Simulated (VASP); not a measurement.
Input of a VASP 6.6.1 run:

File INCAR:

```
SYSTEM = LiSe6
PREC = Accurate
ENCUT = 520
EDIFF = 1E-7
ISMEAR = 0
SIGMA = 0.1
LREAL = .False.
LASPH = .True.
NELM = 60
ALGO = Normal
ISIF = 2
LWAVE = .False.
LCHARG = .True.
GGA = PE
LELF = .True.
LVHAR = .True.
NBANDS = 28
```

KPOINTS

```
Automatic mesh
0
Gamma
  4 4 4
  0 0 0
```

File POSCAR:

```
LiSe6
1.0
    5.6698243700      0.0000000000      0.0000000000
    0.0000000000      5.6698243700      0.0000000000
    0.0000000000      0.0000000000      5.6698243700
Li Se
1 6
Direct
    0.0000000000      0.0000000000      0.0000000000
    0.7985550200      0.5000000000      0.5000000000
    0.2014449800      0.5000000000      0.5000000000
    0.5000000000      0.5000000000      0.7985550200
    0.5000000000      0.5000000000      0.2014449800
    0.5000000000      0.2014449800      0.5000000000
    0.5000000000      0.7985550200      0.5000000000
```

Potentials or basis: VASP PAW PBE potentials, release 64 (Li_sv, Se).

Command:

```bash
$ cat potpaw_PBE.64/Li_sv/POTCAR potpaw_PBE.64/Se/POTCAR > POTCAR
$ mpirun -np 1 vasp_std > vasp.out
```

Task: Predict the largest force.

Result: 6.015 eV/Å.

Task: Estimate the band gap on the k mesh.

Result: Zero (an odd number of electrons rules out a gap without spin polarisation).

Forces on the atoms (eV/Å):
```
Li   0.000  0.000  0.000
Se   6.015  0.000  0.000
Se  -6.015  0.000  0.000
Se   0.000  0.000  6.015
Se   0.000  0.000 -6.015
Se   0.000 -6.015  0.000
Se   0.000  6.015  0.000
```

Caveat: forces of over 1 eV/Å act on the atoms, so gaps and moduli don't describe the material at rest.
